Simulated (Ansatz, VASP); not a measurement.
Two plane-wave programs on Ta

```xyz
2
Lattice="2.9670 0.0000 0.0000 -1.4835 2.5695 0.0000 0.0000 0.0000 4.8065" Properties=species:S:1:pos:R:3 pbc="T T T"
Ta    0.0000    1.7130    1.2016
Ta    1.4835    0.8565    3.6049
```

Change from the starting cell: shortest bond scaled by 1, PAW files.

Alike in both runs: task electric field gradients; functional LDA; k mesh 12 × 12 × 6; occupations fermi-dirac, width 0.05 eV; no spin polarisation.

|  | VASP | Ansatz |
| --- | --- | --- |
| version | VASP 6.6.1 | Ansatz 0.2.0 |
| potentials or method | VASP PAW LDA potentials, release 64 (Ta_pv) | PAW with Ansatz's default frozen-core files, scalar-relativistic |
| plane-wave cutoff (eV) | 520 | 420 |
| valence electrons in the cell | 22 | 26 |

```tsv
	VASP	Ansatz	Ansatz less VASP
pressure (GPa)	-6.7	-7.3	-0.68
traceless stress, the component that is largest in VASP (GPa)	7.14	7.14	-0.007
size of Vzz on the site where it differs most (V/Å²)	10.7	0.5	-10.18
```

LDA's correlation is that of Perdew and Zunger in VASP and of Perdew and Wang (1992) in Ansatz. VASP's potentials hold 22 valence electrons a cell and Ansatz's 26, so a difference there can come from the potentials and not from the codes.

Neither program's run includes spin-orbit coupling.
